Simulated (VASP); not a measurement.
# CuO (Cccm) in VASP: notebook

The runs below take CuO through single point, with PBE.

All numbers are computed with VASP 6.6.1; they aren't measurements. Logs are shortened: lines on timing, memory, paths and dates and some standing lists are left out, and cuts for length are marked.

## Step 1: The cell of the first run

Symmetry: Cccm, No. 66, orthorhombic system. The conventional cell has a = 4.164 Å, b = 4.176 Å, c = 5.151 Å, α = 90.00°, β = 90.00°, γ = 90.00°. Cu (site symmetry 2/m) has 4 O at 1.96 Å within 2.6 Å. Within 2.6 Å of O (site symmetry 222) lie 4 Cu at 1.96 Å and 2 O at 2.58 Å.

## Step 2: Single point, PBE

File INCAR:

```
  PREC = Accurate
  ENCUT = 520
  EDIFF = 1E-6
  ISMEAR = 0
  SIGMA = 0.15
  LREAL = False
  LASPH = True
  NELM = 100
  ALGO = Normal
  ISIF = 2
  LWAVE = False
  LCHARG = False
  GGA = PE
  NBANDS = 44
```

File KPOINTS:

```
Automatic mesh
0
Gamma
  8 8 8
```

File POSCAR:

```
CuO
1.0
    4.1642993697      0.0000000000      0.0000000000
    0.0000000000     -4.1758848782      0.0000000000
    0.0000000000      0.0000000000     -5.1512621168
Cu O
4 4
Direct
    0.7500000000      0.2500000000      1.0000000000
    0.2500000000      0.7500000000      1.0000000000
    0.7500000000      0.7500000000      0.5000000000
    0.2500000000      0.2500000000      0.5000000000
    0.5000000000      0.0000000000      0.7500000000
    0.0000000000      0.5000000000      0.7500000000
    0.5000000000      0.0000000000      0.2500000000
    0.0000000000      0.5000000000      0.2500000000
```

Potentials or basis: VASP PAW PBE potentials, release 64 (Cu, O).

Started as:

```console
$ cat potpaw_PBE.64/Cu/POTCAR potpaw_PBE.64/O/POTCAR > POTCAR
$ mpirun -np 1 vasp_std > vasp.out
```

OUTCAR:

```text
PREC = Accurate
   ENCUT = 520
   EDIFF = 1E-6
   ISMEAR = 0
   LREAL = False
   LASPH = True
   NELM = 100
   ISIF = 2
   GGA = PE

 ion  position               nearest neighbor table
   1  0.750  0.250  0.000-   5 1.96   6 1.96   7 1.96   8 1.96
   2  0.250  0.750  0.000-   5 1.96   6 1.96   7 1.96   8 1.96
   3  0.750  0.750  0.500-   5 1.96   6 1.96   7 1.96   8 1.96
   4  0.250  0.250  0.500-   5 1.96   6 1.96   7 1.96   8 1.96
   5  0.500  0.000  0.750-   1 1.96   2 1.96   3 1.96   4 1.96
   6  0.000  0.500  0.750-   1 1.96   2 1.96   3 1.96   4 1.96
   7  0.500  0.000  0.250-   1 1.96   2 1.96   3 1.96   4 1.96
   8  0.000  0.500  0.250-   1 1.96   2 1.96   3 1.96   4 1.96

  LATTYP: Found a simple orthorhombic cell.
 ALAT       =     4.1642993697
 B/A-ratio  =     1.0027821027
 C/A-ratio  =     1.2370057144

  Lattice vectors:

 A1 = (   4.1642993697,   0.0000000000,   0.0000000000)
 A2 = (   0.0000000000,  -4.1758848782,   0.0000000000)
 A3 = (   0.0000000000,   0.0000000000,  -5.1512621168)

Analysis of symmetry for initial positions (statically):
=====================================================================
 Subroutine PRICEL returns following result:

  LATTYP: Found a base centered orthorhombic cell.
 ALAT       =     4.1642993697
 B/A-ratio  =     1.0027821027
 C/A-ratio  =     1.2370057144

  Lattice vectors:

 A1 = (   2.0821496849,   2.0879424391,   0.0000000000)
 A2 = (   2.0821496849,  -2.0879424391,   0.0000000000)
 A3 = (   0.0000000000,   0.0000000000,  -5.1512621168)

   2 primitive cells build up your supercell.

 Routine SETGRP: Setting up the symmetry group for a
 simple orthorhombic supercell.

 Subroutine GETGRP returns: Found  8 space group operations
 (whereof  4 operations were pure point group operations)
 out of a pool of  8 trial point group operations.

The static configuration has the point symmetry C_2h.
 The point group associated with its full space group is D_2h.

Analysis of symmetry for dynamics (positions and initial velocities):
=====================================================================
 Subroutine PRICEL returns following result:

  LATTYP: Found a base centered orthorhombic cell.
 ALAT       =     4.1642993697
 B/A-ratio  =     1.0027821027
 C/A-ratio  =     1.2370057144

  Lattice vectors:

 A1 = (   2.0821496849,   2.0879424391,   0.0000000000)
 A2 = (   2.0821496849,  -2.0879424391,   0.0000000000)
 A3 = (   0.0000000000,   0.0000000000,  -5.1512621168)

   2 primitive cells build up your supercell.

 Routine SETGRP: Setting up the symmetry group for a
 simple orthorhombic supercell.

 Subroutine GETGRP returns: Found  8 space group operations
 (whereof  4 operations were pure point group operations)
 out of a pool of  8 trial point group operations.

The dynamic configuration has the point symmetry C_2h.
 The point group associated with its full space group is D_2h.

 Subroutine INISYM returns: Found  8 space group operations
 (whereof  4 operations are pure point group operations),
 and found     2 'primitive' translations

----------------------------------------------------------------------------------------

                                     Primitive cell

  volume of cell :      44.7893

  direct lattice vectors                    reciprocal lattice vectors
     2.082149685  2.087942439  0.000000000     0.240136434  0.239470203  0.000000000
     2.082149685 -2.087942439  0.000000000     0.240136434 -0.239470203  0.000000000
     0.000000000  0.000000000 -5.151262117     0.000000000  0.000000000 -0.194127182

  length of vectors
     2.948703264  2.948703264  5.151262117     0.339133432  0.339133432  0.194127182

  position of ions in fractional coordinates (direct lattice)
     0.500000000  0.000000000  0.000000000
     1.000000000  0.500000000  0.500000000
     0.500000000  0.500000000  0.750000000
     0.500000000  0.500000000  0.250000000

  ion indices of the primitive-cell ions
   primitive index   ion index
                 1           1
                 2           3
                 3           5
                 4           7

----------------------------------------------------------------------------------------

 KPOINTS: Automatic mesh

Automatic generation of k-mesh.
 Grid dimensions read from file:
 generate k-points for:    8    8    8

 Generating k-lattice:

  Cartesian coordinates                     Fractional coordinates (reciprocal lattice)
     0.030017054  0.000000000  0.000000000     0.125000000  0.000000000  0.000000000
     0.000000000 -0.029933775  0.000000000     0.000000000  0.125000000  0.000000000
     0.000000000  0.000000000 -0.024265898     0.000000000  0.000000000  0.125000000

  Length of vectors
     0.030017054  0.029933775  0.024265898

  Shift w.r.t. Gamma in fractional coordinates (k-lattice)
     0.000000000  0.000000000  0.000000000

 Subroutine IBZKPT returns following result:
 ===========================================

 Found    125 irreducible k-points:

 Following reciprocal coordinates:
            Coordinates               Weight
  0.000000  0.000000  0.000000      1.000000
  0.125000  0.000000  0.000000      2.000000
  0.250000  0.000000  0.000000      2.000000
  0.375000  0.000000  0.000000      2.000000
  0.500000  0.000000  0.000000      1.000000
  0.000000  0.125000  0.000000      2.000000
[... 16 lines left out ...]
  0.250000  0.500000  0.000000      2.000000
  0.375000  0.500000  0.000000      2.000000
 [... further k-points ...]
   k-points           NKPTS =    125   k-points in BZ     NKDIM =    125   number of bands    NBANDS=     44
   number of dos      NEDOS =    301   number of ions     NIONS =      8
   total plane-waves  NPLWV =  40960
   dimension x,y,z NGX =    32 NGY =   32 NGZ =   40
   dimension x,y,z NGXF=    64 NGYF=   64 NGZF=   80
   ions per type =               4   4
   NGX,Y,Z   is equivalent  to a cutoff of  12.77, 12.74, 12.91 a.u.
   NGXF,Y,Z  is equivalent  to a cutoff of  25.55, 25.48, 25.82 a.u.
 SYSTEM =  unknown system
   PREC   = accura    normal or accurate (medium, high low for compatibility)
   ISTART =      0    job   : 0-new  1-cont  2-samecut
   ICHARG =      2    charge: 1-file 2-atom 10-const
   ISPIN  =      1    spin polarized calculation?
   LNONCOLLINEAR =      F non collinear calculations
   LSORBIT =      F    spin-orbit coupling
   LASPH  =      T    aspherical Exc in radial PAW
   ENCUT  =  520.0 eV  38.22 Ry    6.18 a.u.   7.74  7.76  9.58*2*pi/ulx,y,z
   NELM   =    100;   NELMIN=  2; NELMDL= -5     # of ELM steps
   EDIFF  = 0.1E-05   stopping-criterion for ELM
   LREAL  =      F    real-space projection
   EDIFFG = 0.1E-04   stopping-criterion for IOM
   NSW    =      0    number of steps for IOM
   IBRION =     -1    ionic relax: 0-MD 1-quasi-New 2-CG
   NFREE  =      0    steps in history (QN), initial steepest desc. (CG)
   ISIF   =      2    stress and relaxation
   ISYM   =      2    0-nonsym 1-usesym 2-fastsym
   POTIM  = 0.5000    time-step for ionic-motion
   TEBEG  =    0.0;   TEEND  =   0.0 temperature during run
   PSTRESS=    0.0 pullay stress
   NELECT =      68.0000    total number of electrons
   NUPDOWN=      -1.0000    fix difference up-down
   EMIN   =  10.00;   EMAX   =-10.00  energy-range for DOS
   EFERMI =   0.00;   METHOD = LEGACY
   ISMEAR =     0;   SIGMA  =   0.15  broadening in eV -4-tet -1-fermi 0-gaus
   EFERMI_NEDOS =   21; number of points for ismear=-14 and -15
   IALGO  =     38    algorithm
   IMIX   =      4    mixing-type and parameters
     AMIX     =   0.40;   BMIX     =  1.00
     AMIX_MAG =   1.60;   BMIX_MAG =  1.00
  volume/ion in A,a.u.               =      11.20        75.56
  Fermi-wavevector in a.u.,A,eV,Ry     =   1.493401  2.822119 30.344346  2.230246
  Thomas-Fermi vector in A             =   2.605806
   LORBIT       =      0    0 simple, 1 ext, 2 COOP (PROOUT), +10 PAW based schemes
   GGA     = PE    functional components
   LHFCALC =     F    Hartree Fock is set to
   AEXX    =    0.0000 exact exchange contribution
   IVDW    =     0    specifies the selected vdW correction
   LEPSILON=     F    determine dielectric tensor
   LRPA    =     F    only Hartree local field effects (RPA)
 non-spin polarized calculation
 Gauss-broadening in eV      SIGMA  =   0.15
  energy-cutoff  :      520.00
  volume of cell :       89.58
 maximum number of plane-waves:      2433
 NGX is ok and might be reduce to    32
   NGX = 15   NGY = 15   NGZ = 19

 number of electron      67.9999996 magnetization

 Free energy of the ion-electron system (eV)
  ---------------------------------------------------
  ext. energy  EPLUGINS =         0.00000000
  ---------------------------------------------------
  free energy    TOTEN  =       -39.48715038 eV

  energy without entropy =      -39.43551564  energy(sigma->0) =      -39.46133301

 E-fermi :   4.7751     XC(G=0): -11.2572

 val. band max:        4.7710433704   @ k =   0.2500   0.2500   0.1250
 cond. band min:       4.7778549301   @ k =   0.2500   0.0000   0.2500
 fundamental gap:      0.0068115597
 Fermi energy:         4.7751133215

 k-point     1 :       0.0000    0.0000    0.0000
  band No.  band energies     occupation
      1     -14.9471      2.00000
      2     -13.8618      2.00000
      3     -13.6534      2.00000
      4     -13.3764      2.00000
      5      -3.2352      2.00000
      6      -1.7785      2.00000
[... 36 lines left out ...]
     43      14.5664      0.00000
     44      15.5885      0.00000

 k-point     2 :       0.1250    0.0000    0.0000
  band No.  band energies     occupation
      1     -14.9072      2.00000
      2     -13.9041      2.00000
      3     -13.6413      2.00000
      4     -13.3852      2.00000
      5      -3.1638      2.00000
      6      -1.7157      2.00000
[... 1026 lines left out ...]
 k-point    24 :       0.3750    0.5000    0.0000
  band No.  band energies     occupation
      1     -14.3785      2.00000
      2     -14.3785      2.00000
      3     -13.4931      2.00000
      4     -13.4931      2.00000
      5      -2.1950      2.00000
      6      -2.1950      2.00000
[... 36 lines left out ...]
     43      15.1766      0.00000
     44      15.1766      0.00000

 [... further k-points ...]

------------------------ aborting loop because EDIFF is reached ----------------------------------------

  FORCE on cell =-STRESS in cart. coord.  units (eV):
  Direction    XX          YY          ZZ          XY          YZ          ZX
  --------------------------------------------------------------------------------------
  -------------------------------------------------------------------------------------
  Total        0.1908350      0.1690775      0.4255982      0.0000000      0.0000000      0.0000000
  in kB        3.4132209      3.0240727      7.6121310      0.0000000      0.0000000      0.0000000
  external PRESSURE =       4.6831415 kB  Pullay stress =       0.0000000 kB

 VOLUME and BASIS-vectors are now :
 -----------------------------------------------------------------------------
  energy-cutoff  :      520.00
  volume of cell :       89.58
      direct lattice vectors                 reciprocal lattice vectors
     4.164299370  0.000000000  0.000000000     0.240136434  0.000000000  0.000000000
     0.000000000 -4.175884878  0.000000000     0.000000000 -0.239470203  0.000000000
     0.000000000  0.000000000 -5.151262117     0.000000000  0.000000000 -0.194127182

 POSITION                                       TOTAL-FORCE (eV/Angst)
 -----------------------------------------------------------------------------------
      3.12322     -1.04397      0.00000         0.000000      0.000000     -0.000000
      1.04107     -3.13191      0.00000         0.000000     -0.000000      0.000000
      3.12322     -3.13191     -2.57563        -0.000000      0.000000     -0.000000
      1.04107     -1.04397     -2.57563        -0.000000      0.000000     -0.000000
      2.08215      0.00000     -3.86345        -0.000000      0.000000      0.000000
      0.00000     -2.08794     -3.86345        -0.000000     -0.000000     -0.000000
      2.08215      0.00000     -1.28782         0.000000      0.000000     -0.000000
      0.00000     -2.08794     -1.28782         0.000000      0.000000      0.000000
 -----------------------------------------------------------------------------------
    total drift:                                0.000000      0.000000     -0.000000

  FREE ENERGIE OF THE ION-ELECTRON SYSTEM (eV)
  ---------------------------------------------------
  free  energy   TOTEN  =       -39.4871503753 eV

  energy  without entropy=      -39.4355156423  energy(sigma->0) =      -39.46133301
```

Wall time 11 min (1 thread of Oxide Virtual Turin-like, shared host); peak memory 0.41 GiB.

What came out:

* Free energy: -39.4872 eV
* Pressure: 0.5 GPa
* Band gap on the k mesh: zero (band 34 reaches 5.43 eV, above the bottom of band 35 at 4.30 eV)

Stress tensor (GPa, compression positive):
```
0.34 0.00 0.00
0.00 0.30 0.00
0.00 0.00 0.76
```

Caveat: semilocal functionals often make such compounds metallic where correlation or magnetic order opens a gap, which also shifts bond lengths. With open d or f shells a metallic result of PBE can be an artefact of self-interaction; +U or a hybrid may open a gap.

(Continued in part 2 of 2.)
